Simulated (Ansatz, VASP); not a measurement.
## SiNi in VASP and in Ansatz

INCAR

```
  ALGO = Normal
  EDIFF = 1E-6
  ENCUT = 690
  GGA = PE
  GGA_COMPAT = F
  ISIF = 2
  ISMEAR = 0
  LASPH = T
  LCHARG = T
  LELF = T
  LREAL = F
  LVHAR = T
  LWAVE = F
  NBANDS = 30
  NELM = 120
  PREC = Accurate
  SIGMA = 0.1
```

File KPOINTS:

```
k-points
0
Gamma
  8 6 6
```

The input POSCAR:

```
SiNi
1.0
    3.0266200000      0.0000000000      0.0000000000
    0.0000000000      3.2735000000      0.0000000000
    0.0000000000      0.0000000000      4.6977600000
Si Ni
2 2
Direct
    0.5000000000      0.5000000000      0.8423000000
    0.0000000000      0.0000000000      0.1577000000
    0.5000000000      0.5000000000      0.3442200000
    0.0000000000      0.0000000000      0.6557800000
```

Input for Ansatz:

```yaml
crystal:
  lattice:
    - [3.02662, 0.0, 0.0]
    - [0.0, 3.2735, 0.0]
    - [0.0, 0.0, 4.69776]
  atoms:
    - { symbol: Si, position: [0.5, 0.5, 0.8423] }
    - { symbol: Si, position: [0.0, 0.0, 0.1577] }
    - { symbol: Ni, position: [0.5, 0.5, 0.34422] }
    - { symbol: Ni, position: [0.0, 0.0, 0.65578] }
basis:
  ecutwfc: 420
kpoints:
  mp_grid: { grid: [8, 6, 6] }
hamiltonian:
  xc: pbe
scf:
  occupations: { method: gaussian, width: 0.1 }
output:
  forces: true
  stress: true
  eigenvalues: true
```

Alike in both runs: task single point; functional PBE; k mesh 8 × 6 × 6; occupations gaussian, width 0.1 eV; no spin polarisation.

```csv
,VASP,Ansatz
version,VASP 6.6.1,Ansatz 0.2.0
potentials or method,"VASP PAW PBE potentials, release 64 (Si, Ni_sv_GW), cutoff 690 eV","scalar-relativistic, plane waves, PAW"
valence electrons in the cell,44,44
```

Ansatz gave:

```
gap on the k mesh at the Fermi level (eV)                     : none
pressure (GPa)                                                : 1.3
traceless stress, the component that is largest in VASP (GPa) : -0.07
rms of the force components (eV/Å)                            : 0.077
```

Question: Which values does VASP return?

Answer: gap on the k mesh at the Fermi level (eV): none; pressure (GPa): 0.7; traceless stress, the component that is largest in VASP (GPa): -0.08; rms of the force components (eV/Å): 0.080.

Atom by atom the forces differ by 0.003 eV/Å (rms over components). A gap of «none» marks a metal or a gap that the smearing closes.
